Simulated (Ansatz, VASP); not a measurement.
# Ga in VASP and in Ansatz

INCAR

```
PREC = Accurate
ENCUT = 520
EDIFF = 1E-6
ISMEAR = 0
SIGMA = 0.15
LREAL = False
LASPH = True
NELM = 80
ALGO = Fast
ISIF = 2
LWAVE = False
LCHARG = False
GGA = CA
NBANDS = 34
```

The input KPOINTS:

```
Automatic mesh
0
Gamma
  10 10 10
```

File POSCAR:

```
Ga
1.0
    2.2085777266     -3.7454996903     -0.3312866590
    2.2085777266      3.7454996903     -0.3312866590
   -0.6658609293      0.0000000000      3.9396771649
Ga
4
Direct
    0.1560190462      0.8439809538      0.0845038705
    0.6560190462      0.3439809538      0.4154961295
    0.8439809538      0.1560190462      0.9154961295
    0.3439809538      0.6560190462      0.5845038705
```

Input for Ansatz:

```yaml
crystal:
  lattice:
    - [2.2085777266, -3.7454996903, -0.331286659]
    - [2.2085777266, 3.7454996903, -0.331286659]
    - [-0.6658609293, 0.0, 3.9396771649]
  atoms:
    - { symbol: Ga, position: [0.1560190462, 0.8439809538, 0.0845038705] }
    - { symbol: Ga, position: [0.6560190462, 0.3439809538, 0.4154961295] }
    - { symbol: Ga, position: [0.8439809538, 0.1560190462, 0.9154961295] }
    - { symbol: Ga, position: [0.3439809538, 0.6560190462, 0.5845038705] }
basis:
  ecutwfc: 420
kpoints:
  mp_grid: { grid: [10, 10, 10] }
hamiltonian:
  xc: lda
  pseudopotentials: { kind: paw }
scf:
  occupations: { method: gaussian, width: 0.15 }
output:
  forces: true
  stress: true
  eigenvalues: true
```

Change from the starting cell: engineering shear strain xz -0.3000, normal strain along z -0.1125.

Alike in both runs: task single point; functional LDA; k mesh 10 × 10 × 10; occupations gaussian, width 0.15 eV; no spin polarisation.

```csv
,VASP,Ansatz
version,VASP 6.6.1,Ansatz 0.2.0
potentials or method,"VASP PAW LDA potentials, release 64 (Ga_d), cutoff 520 eV","scalar-relativistic, plane waves, PAW"
valence electrons in the cell,52,52
```

|  | VASP | Ansatz | Ansatz less VASP |
| --- | --- | --- | --- |
| gap on the k mesh at the Fermi level (eV) | none | none | - |
| pressure (GPa) | 22.7 | 22.1 | -0.60 |
| traceless stress, the component that is largest in VASP (GPa) | 13.83 | 13.65 | -0.185 |
| rms of the force components (eV/Å) | 1.276 | 1.254 | -0.0219 |

LDA's correlation is that of Perdew and Zunger in VASP and of Perdew and Wang (1992) in Ansatz. Atom by atom the forces differ by 0.022 eV/Å (rms over components). A gap of «none» marks a metal or a gap that the smearing closes.
